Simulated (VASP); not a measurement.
# LiCl (Fm-3m) in VASP: settings compared

Aim: see how the results for LiCl move with the level of theory and the settings. Levels: PBE, PBEsol+D4. Tasks: single point, relaxation of cell and atoms.

Program: VASP 6.6.1. These are calculated values, not measurements. Logs are shortened: lines on timing, memory, paths and dates and some standing lists are left out, and cuts for length are marked.

### Step 1. The cell of the first run

The structure is cubic, space group Fm-3m (No. 225). The conventional cell has a = 5.130 Å, b = 5.130 Å, c = 5.130 Å, α = 90.00°, β = 90.00°, γ = 90.00°. Cl (site symmetry m-3m) has 6 Li at 2.56 Å within 3.4 Å. Within 3.4 Å of Li (site symmetry m-3m) lie 6 Cl at 2.56 Å.

### Step 2. Single point, PBE

INCAR reads:

```
PREC = Accurate
ENCUT = 520
EDIFF = 1E-6
ISMEAR = 0
SIGMA = 0.023
LREAL = F
LASPH = T
NELM = 60
ALGO = Normal
ISIF = 2
LWAVE = F
LCHARG = T
GGA = PE
LELF = T
LVHAR = T
NBANDS = 12
```

KPOINTS reads:

```
Automatic mesh
0
Gamma
  9 9 9
```

POSCAR reads:

```
LiCl
1.0
    0.0000000000      2.5647700000      2.5647700000
    2.5647700000      0.0000000000      2.5647700000
    2.5647700000      2.5647700000      0.0000000000
Cl Li
1 1
Direct
    0.5000000000      0.5000000000      0.5000000000
    0.0000000000      0.0000000000      0.0000000000
```

Potentials or basis: VASP PAW PBE potentials, release 64 (Cl, Li_sv).

Command:

```console
> cat potpaw_PBE.64/Cl/POTCAR potpaw_PBE.64/Li_sv/POTCAR > POTCAR
> mpirun -np 1 vasp_std > vasp.out
```

OUTCAR:

```text
PREC = Accurate
   ENCUT = 520
   EDIFF = 1E-6
   ISMEAR = 0
   LREAL = F
   LASPH = T
   NELM = 60
   ISIF = 2
   GGA = PE

 ion  position               nearest neighbor table
   1  0.500  0.500  0.500-   2 2.56   2 2.56   2 2.56   2 2.56   2 2.56   2 2.56
   2  0.000  0.000  0.000-   1 2.56   1 2.56   1 2.56   1 2.56   1 2.56   1 2.56

  LATTYP: Found a face centered cubic cell.
 ALAT       =     5.1295400000

  Lattice vectors:

 A1 = (   0.0000000000,   2.5647700000,   2.5647700000)
 A2 = (   2.5647700000,   0.0000000000,   2.5647700000)
 A3 = (   2.5647700000,   2.5647700000,   0.0000000000)

Analysis of symmetry for initial positions (statically):
=====================================================================
 Subroutine PRICEL returns:
 Original cell was already a primitive cell.

 Routine SETGRP: Setting up the symmetry group for a
 face centered cubic supercell.

 Subroutine GETGRP returns: Found 48 space group operations
 (whereof 48 operations were pure point group operations)
 out of a pool of 48 trial point group operations.

The static configuration has the point symmetry O_h .

Analysis of symmetry for dynamics (positions and initial velocities):
=====================================================================
 Subroutine PRICEL returns:
 Original cell was already a primitive cell.

 Routine SETGRP: Setting up the symmetry group for a
 face centered cubic supercell.

 Subroutine GETGRP returns: Found 48 space group operations
 (whereof 48 operations were pure point group operations)
 out of a pool of 48 trial point group operations.

The dynamic configuration has the point symmetry O_h .

 Subroutine INISYM returns: Found 48 space group operations
 (whereof 48 operations are pure point group operations),
 and found     1 'primitive' translations

----------------------------------------------------------------------------------------

                                     Primitive cell

  volume of cell :      33.7423

  direct lattice vectors                    reciprocal lattice vectors
     0.000000000  2.564770000  2.564770000    -0.194949255  0.194949255  0.194949255
     2.564770000  0.000000000  2.564770000     0.194949255 -0.194949255  0.194949255
     2.564770000  2.564770000  0.000000000     0.194949255  0.194949255 -0.194949255

  length of vectors
     3.627132518  3.627132518  3.627132518     0.337662014  0.337662014  0.337662014

  position of ions in fractional coordinates (direct lattice)
     0.500000000  0.500000000  0.500000000
     0.000000000  0.000000000  0.000000000

  ion indices of the primitive-cell ions
   primitive index   ion index
                 1           1
                 2           2

----------------------------------------------------------------------------------------

 KPOINTS: Automatic mesh

Automatic generation of k-mesh.
 Grid dimensions read from file:
 generate k-points for:    9    9    9

 Generating k-lattice:

  Cartesian coordinates                     Fractional coordinates (reciprocal lattice)
    -0.021661028  0.021661028  0.021661028     0.111111111  0.000000000  0.000000000
     0.021661028 -0.021661028  0.021661028     0.000000000  0.111111111  0.000000000
     0.021661028  0.021661028 -0.021661028     0.000000000  0.000000000  0.111111111

  Length of vectors
     0.037518002  0.037518002  0.037518002

  Shift w.r.t. Gamma in fractional coordinates (k-lattice)
     0.000000000  0.000000000  0.000000000

 Subroutine IBZKPT returns following result:
 ===========================================

 Found     35 irreducible k-points:

 Following reciprocal coordinates:
            Coordinates               Weight
  0.000000  0.000000  0.000000      1.000000
  0.111111  0.000000  0.000000      8.000000
  0.222222  0.000000  0.000000      8.000000
  0.333333  0.000000  0.000000      8.000000
  0.444444  0.000000  0.000000      8.000000
  0.111111  0.111111  0.000000      6.000000
[... 16 lines left out ...]
 -0.333333  0.333333  0.000000     12.000000
  0.444444  0.444444  0.000000      6.000000
 [... further k-points ...]
   k-points           NKPTS =     35   k-points in BZ     NKDIM =     35   number of bands    NBANDS=     12
   number of dos      NEDOS =    301   number of ions     NIONS =      2
   total plane-waves  NPLWV =  21952
   dimension x,y,z NGX =    28 NGY =   28 NGZ =   28
   dimension x,y,z NGXF=    56 NGYF=   56 NGZF=   56
   ions per type =               1   1
   NGX,Y,Z   is equivalent  to a cutoff of  12.83, 12.83, 12.83 a.u.
   NGXF,Y,Z  is equivalent  to a cutoff of  25.67, 25.67, 25.67 a.u.
 SYSTEM =  unknown system
   PREC   = accura    normal or accurate (medium, high low for compatibility)
   ISTART =      0    job   : 0-new  1-cont  2-samecut
   ICHARG =      2    charge: 1-file 2-atom 10-const
   ISPIN  =      1    spin polarized calculation?
   LNONCOLLINEAR =      F non collinear calculations
   LSORBIT =      F    spin-orbit coupling
[... 68 lines left out ...]
      9      12.5179      0.00000
     10      15.1081      0.00000
     11      15.1095      0.00000
     12      15.1507      0.00000

 k-point     2 :       0.1111    0.0000    0.0000
  band No.  band energies     occupation
      1     -42.9429      2.00000
      2     -12.7571      2.00000
      3       0.1538      2.00000
      4       0.5465      2.00000
      5       0.5465      2.00000
      6       7.3003      0.00000
      7      11.8397      0.00000
      8      12.4846      0.00000
      9      12.4846      0.00000
     10      13.7246      0.00000
     11      13.7246      0.00000
     12      15.5078      0.00000

 k-point     3 :       0.2222    0.0000    0.0000
  band No.  band energies     occupation
      1     -42.9421      2.00000
      2     -12.5980      2.00000
      3      -0.7599      2.00000
      4       0.4670      2.00000
      5       0.4670      2.00000
      6       7.7881      0.00000
      7      11.4498      0.00000
      8      11.5351      0.00000
      9      11.5352      0.00000
     10      14.2254      0.00000
     11      14.2254      0.00000
     12      16.0064      0.00000

 k-point     4 :       0.3333    0.0000    0.0000
  band No.  band energies     occupation
      1     -42.9411      2.00000
      2     -12.4035      2.00000
      3      -1.6401      2.00000
      4       0.3825      2.00000
      5       0.3825      2.00000
      6       7.6436      0.00000
      7      10.6214      0.00000
      8      10.6214      0.00000
      9      12.3004      0.00000
     10      15.6631      0.00000
     11      15.6631      0.00000
     12      16.5690      0.00000

 k-point     5 :       0.4444    0.0000    0.0000
  band No.  band energies     occupation
      1     -42.9405      2.00000
      2     -12.2675      2.00000
      3      -2.1624      2.00000
      4       0.3305      2.00000
      5       0.3305      2.00000
      6       7.3782      0.00000
      7      10.1408      0.00000
      8      10.1408      0.00000
      9      13.3746      0.00000
     10      17.2646      0.00000
     11      17.3257      0.00000
     12      17.3257      0.00000
[... 228 lines left out ...]
      1     -42.9401      2.00000
      2     -12.1125      2.00000
      3      -1.9549      2.00000
      4      -0.5462      2.00000
      5      -0.3535      2.00000
      6       8.7833      0.00000
      7       9.4437      0.00000
      8      11.7101      0.00000
      9      13.4248      0.00000
     10      14.4487      0.00000
     11      18.0071      0.00000
     12      19.4483      0.00000

 k-point    22 :      -0.4444    0.3333    0.0000
  band No.  band energies     occupation
      1     -42.9398      2.00000
      2     -12.0458      2.00000
      3      -1.9682      2.00000
      4      -1.0109      2.00000
      5      -0.2762      2.00000
      6       8.6845      0.00000
      7      10.2461      0.00000
      8      11.9176      0.00000
      9      12.5061      0.00000
     10      14.7043      0.00000
     11      18.0183      0.00000
     12      19.2472      0.00000

 k-point    23 :      -0.3333    0.3333    0.0000
  band No.  band energies     occupation
      1     -42.9398      2.00000
      2     -12.0737      2.00000
      3      -1.6002      2.00000
      4      -1.4487      2.00000
      5      -0.0669      2.00000
      6       8.7208      0.00000
      7      11.1712      0.00000
      8      11.5293      0.00000
      9      11.5892      0.00000
     10      15.1118      0.00000
     11      16.6694      0.00000
     12      18.9917      0.00000

 k-point    24 :       0.4444    0.4444    0.0000
  band No.  band energies     occupation
      1     -42.9398      2.00000
      2     -12.0333      2.00000
      3      -2.2292      2.00000
      4      -0.4920      2.00000
      5      -0.4920      2.00000
      6       8.5227      0.00000
      7       8.9362      0.00000
      8      12.7396      0.00000
      9      14.5460      0.00000
     10      14.5461      0.00000
     11      17.4935      0.00000
     12      19.3285      0.00000

 [... further k-points ...]

------------------------ aborting loop because EDIFF is reached ----------------------------------------

  FORCE on cell =-STRESS in cart. coord.  units (eV):
  Direction    XX          YY          ZZ          XY          YZ          ZX
  --------------------------------------------------------------------------------------
  -------------------------------------------------------------------------------------
  Total        0.0634016      0.0634016      0.0634016      0.0000000      0.0000000      0.0000000
  in kB        3.0104783      3.0104783      3.0104783      0.0000000      0.0000000      0.0000000
  external PRESSURE =       3.0104783 kB  Pullay stress =       0.0000000 kB

 VOLUME and BASIS-vectors are now :
 -----------------------------------------------------------------------------
  energy-cutoff  :      520.00
  volume of cell :       33.74
      direct lattice vectors                 reciprocal lattice vectors
     0.000000000  2.564770000  2.564770000    -0.194949255  0.194949255  0.194949255
     2.564770000  0.000000000  2.564770000     0.194949255 -0.194949255  0.194949255
     2.564770000  2.564770000  0.000000000     0.194949255  0.194949255 -0.194949255

 POSITION                                       TOTAL-FORCE (eV/Angst)
 -----------------------------------------------------------------------------------
      2.56477      2.56477      2.56477         0.000000      0.000000      0.000000
      0.00000      0.00000      0.00000        -0.000000     -0.000000     -0.000000
 -----------------------------------------------------------------------------------
    total drift:                                0.000000      0.000000      0.000000

  FREE ENERGIE OF THE ION-ELECTRON SYSTEM (eV)
  ---------------------------------------------------
  free  energy   TOTEN  =        -7.3857509021 eV

  energy  without entropy=       -7.3857509021  energy(sigma->0) =       -7.38575090
```

It took 10 s on 1 thread of AMD EPYC 9R45 (Zen 5), shared host; peak memory 0.12 GiB.

What came out:

| Property | Result |
| --- | --- |
| Free energy | -7.3858 eV |
| Band gap on the k mesh | 6.34 eV, direct |

Caveat: the cutoff is under 1.25 times the usual one of these potentials, so pressure, stress and relaxed cells hold a basis-set (Pulay) error. Expect the measured gap to be larger: semilocal functionals such as PBE lack the derivative discontinuity.

### Step 3. Relaxation of cell and atoms, PBEsol+D4

INCAR reads:

```
ALGO     = Normal         # electronic algorithm
EDIFF    = 1E-6           # SCF threshold, eV
EDIFFG   = -0.01          # ionic threshold
ENCUT    = 600            # plane-wave cutoff, eV
GGA      = PS             # functional
IBRION   = 2              # ionic algorithm
ISIF     = 3              # what is computed and relaxed
ISMEAR   = -1             # smearing method
IVDW     = 13             # dispersion correction
LASPH    = True           # aspherical terms in the spheres
LCHARG   = False          # write CHGCAR
LREAL    = False          # projectors in reciprocal space
LWAVE    = False          # write WAVECAR
NELM     = 100            # most SCF steps
NSW      = 80             # ionic steps
PREC     = Accurate       # precision mode
SIGMA    = 0.05           # smearing width, eV
```

KPOINTS reads:

```
k-points
0
Gamma
  9 9 9
```

POSCAR is that of step 2.

Potentials or basis: VASP PAW PBE potentials, release 64 (Cl, Li_sv).

Command:

```console
> cat potpaw_PBE.64/Cl/POTCAR potpaw_PBE.64/Li_sv/POTCAR > POTCAR
> mpirun -np 1 vasp_std > vasp.out
```

It took 20 s on 1 thread of AMD EPYC 9R45 (Zen 5), shared host; peak memory 0.14 GiB.

Results (log left out):

```
Free energy                            : -7.7848 eV
Relaxed volume                         : 15.91 Å³/atom
Relaxed cell                           : a = 3.557 Å, b = 3.557 Å, c = 3.557 Å, α = 60.00°, β = 60.00°, γ = 60.00°
Space group after relaxing (to 0.05 Å) : Fm-3m (No. 225)
Energy gained by relaxing              : 6.1 meV/atom
Ionic steps                            : 4
Pressure after relaxing                : 0.0 GPa
Band gap on the k mesh                 : 6.48 eV, direct
Dispersion energy per atom             : -0.073 eV
```

Step by step:
```csv
step,energy change (eV),largest force (eV/Å),pressure (GPa),volume (Å³)
1,0.0000,0.0000,-1.91,33.74
2,-0.0090,0.0000,-1.03,32.77
3,-0.0122,0.0000,-0.11,31.91
4,-0.0122,0.0000,-0.04,31.81
```

Final structure:
```
CELL_PARAMETERS angstrom
0.00000 2.51491 2.51491
2.51491 0.00000 2.51491
2.51491 2.51491 0.00000
ATOMIC_POSITIONS crystal
Cl 0.50000 0.50000 0.50000
Li 0.00000 0.00000 0.00000
```

Levels at points of the mesh, in eV from the valence-band top:
| k point | band 3 | band 4 | band 5 | band 6 | band 7 | band 8 |
| --- | --- | --- | --- | --- | --- | --- |
| (0.00, 0.00, 0.00) | 0.00 | 0.00 | 0.00 | 6.48 | 11.86 | 11.86 |

Caveat: the cutoff is under 1.25 times the usual one of these potentials, so pressure, stress and relaxed cells hold a basis-set (Pulay) error; the PAW data sets were made with another functional, which shifts forces and pressure a little. As with any semilocal functional, this PBEsol gap is likely too small.

### Step 4. Single point, PBE (volume scaled by 0.94)

INCAR reads:

```
ALGO = Normal
EDIFF = 1E-6
ENCUT = 520
GGA = PE
ISIF = 2
ISMEAR = -1
LASPH = T
LCHARG = T
LELF = T
LREAL = F
LVHAR = T
LWAVE = F
NBANDS = 12
NELM = 60
PREC = Accurate
SIGMA = 0.05
```

KPOINTS is that of step 3.

POSCAR reads:

```
LiCl
1.0
    0.0000000000      2.5124130641      2.5124130641
    2.5124130641      0.0000000000      2.5124130641
    2.5124130641      2.5124130641      0.0000000000
Cl Li
1 1
Direct
    0.5000000000      0.5000000000      0.5000000000
    0.0000000000      0.0000000000      0.0000000000
```

Command:

```console
> cat potpaw_PBE.64/Cl/POTCAR potpaw_PBE.64/Li_sv/POTCAR > POTCAR
> mpirun -np 1 vasp_std > vasp.out
```

Run time: 24 s. Hardware: 1 thread of Intel Xeon 8259CL, shared host; peak memory 0.15 GiB.

It converged, with:

```yaml
Free_energy: -7.3668 eV
Band_gap_on_the_k_mesh: 6.71 eV, direct
```

Levels at points of the mesh, in eV from the valence-band top:
```csv
k point,band 1,band 2,band 3,band 4,band 5,band 6,band 7,band 8,band 9,band 10
"(0.00, 0.00, 0.00)",-43.42,-13.63,0.00,0.00,0.00,6.71,11.98,11.98,11.98,14.79
```

Caveat: the cell differs from its parent crystal (volume scaled by 0.94); the cutoff is under 1.25 times the usual one of these potentials, so pressure, stress and relaxed cells hold a basis-set (Pulay) error.

### Step 5. Single point, PBE (volume scaled by 0.96)

INCAR reads:

```
PREC = Accurate ; ENCUT = 520
EDIFF = 1E-6 ; ISMEAR = -1
SIGMA = 0.05 ; LREAL = F
LASPH = T ; NELM = 100
ALGO = Normal ; ISIF = 2
LWAVE = F ; LCHARG = F
GGA = PE ; NBANDS = 12
```

KPOINTS reads:

```
regular mesh
0
Gamma
  9 9 9
```

POSCAR reads:

```
LiCl
1.0
    0.0000000000      2.5301066968      2.5301066968
    2.5301066968      0.0000000000      2.5301066968
    2.5301066968      2.5301066968      0.0000000000
Cl Li
1 1
Direct
    0.5000000000      0.5000000000      0.5000000000
    0.0000000000      0.0000000000      0.0000000000
```

Command:

```console
> cat potpaw_PBE.64/Cl/POTCAR potpaw_PBE.64/Li_sv/POTCAR > POTCAR
> mpirun -np 1 vasp_std > vasp.out
```

Wall time 22 s (1 thread of Intel Xeon 8259CL, shared host); peak memory 0.15 GiB.

It converged, with:

| Property | Result |
| --- | --- |
| Free energy | -7.3765 eV |
| Band gap on the k mesh | 6.58 eV, direct |

Levels at points of the mesh, in eV from the valence-band top:
```
           k point  band 1  band 2  band 3  band 4  band 5  band 6  band 7  band 8  band 9  band 10
(0.00, 0.00, 0.00)  -43.45  -13.54    0.00    0.00    0.00    6.58   11.97   11.97   11.97    14.74
```

Caveat: the cell differs from its parent crystal (volume scaled by 0.96); the cutoff is under 1.25 times the usual one of these potentials, so pressure, stress and relaxed cells hold a basis-set (Pulay) error. A k mesh can miss the band edges.

### Step 6. The runs side by side

```csv
task,level,cell,cutoff (eV),smearing,gap on the mesh (eV)
single point,PBE,"a = 3.627 Å, angles 60.0°, 2 atoms",520,gaussian 0.023 eV,6.34
relaxation of cell and atoms,PBEsol+D4,"relaxed from a = 3.627 Å, angles 60.0°, 2 atoms",600,fermi-dirac 0.05 eV,6.48
single point,PBE,"a = 3.553 Å, angles 60.0°, 2 atoms",520,fermi-dirac 0.05 eV,6.71
single point,PBE,"a = 3.578 Å, angles 60.0°, 2 atoms",520,fermi-dirac 0.05 eV,6.58
```

Alike in all rows: potentials or basis VASP PAW PBE potentials, release 64 (Cl, Li_sv); no spin polarisation; k mesh 9 × 9 × 9.

Caveats: the cutoff is under 1.25 times the usual one of these potentials, so pressure, stress and relaxed cells hold a basis-set (Pulay) error; the PAW data sets were made with another functional, which shifts forces and pressure a little (some runs).

Total energies depend on the potentials used, so only differences within one code and one set of settings carry meaning.
